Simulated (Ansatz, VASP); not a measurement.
# Ba in VASP and in Ansatz

File INCAR:

```
SYSTEM = Ba
  ALGO = Fast
  EDIFF = 1E-6
  ENCUT = 520
  GGA = PE
  ISIF = 2
  ISMEAR = 0
  LASPH = .TRUE.
  LCHARG = .FALSE.
  LREAL = .FALSE.
  LWAVE = .FALSE.
  NBANDS = 17
  NELM = 80
  PREC = Accurate
  SIGMA = 0.15
```

KPOINTS

```
k-points
0
G
  9 9 12
  0 0 0
```

POSCAR

```
Ba
1.0
    6.4363817076      0.0000000000      0.0000000000
   -3.2181908538      5.5740700672      0.0000000000
    0.0000000000      0.0000000000      4.2221450340
Ba
2
Direct
    0.3333333333      0.6666666667      0.5000000000
    0.6666666667      0.3333333333      0.5000000000
```

Input for Ansatz:

```yaml
crystal:
  lattice:
    - [6.4363817076, 0.0, 0.0]
    - [-3.2181908538, 5.5740700672, 0.0]
    - [0.0, 0.0, 4.222145034]
  atoms:
    - { symbol: Ba, position: [0.3333333333, 0.6666666667, 0.5] }
    - { symbol: Ba, position: [0.6666666667, 0.3333333333, 0.5] }
basis:
  ecutwfc: 420
kpoints:
  mp_grid: { grid: [9, 9, 12] }
hamiltonian:
  xc: pbe
scf:
  occupations: { method: gaussian, width: 0.15 }
output:
  forces: true
  stress: true
  eigenvalues: true
```

Change from the starting cell: strain -0.080 along x and y, +0.080 along z, atoms carried along.

Alike in both runs: task single point; functional PBE; k mesh 9 × 9 × 12; occupations gaussian, width 0.15 eV; no spin polarisation.

```csv
,VASP,Ansatz
version,VASP 6.6.1,Ansatz 0.2.0
potentials or method,"VASP PAW PBE potentials, release 64 (Ba_sv), cutoff 520 eV","scalar-relativistic, plane waves, PAW"
valence electrons in the cell,20,20
```

|  | VASP | Ansatz | Ansatz less VASP |
| --- | --- | --- | --- |
| gap on the k mesh at the Fermi level (eV) | none | none | - |
| pressure (GPa) | 0.4 | 0.3 | -0.10 |
| traceless stress, the component that is largest in VASP (GPa) | -2.31 | -2.29 | +0.016 |

A gap of «none» marks a metal or a gap that the smearing closes. With one functional, cell and mesh, what is left measures potentials, basis and numerics.

Neither program's run includes spin-orbit coupling.
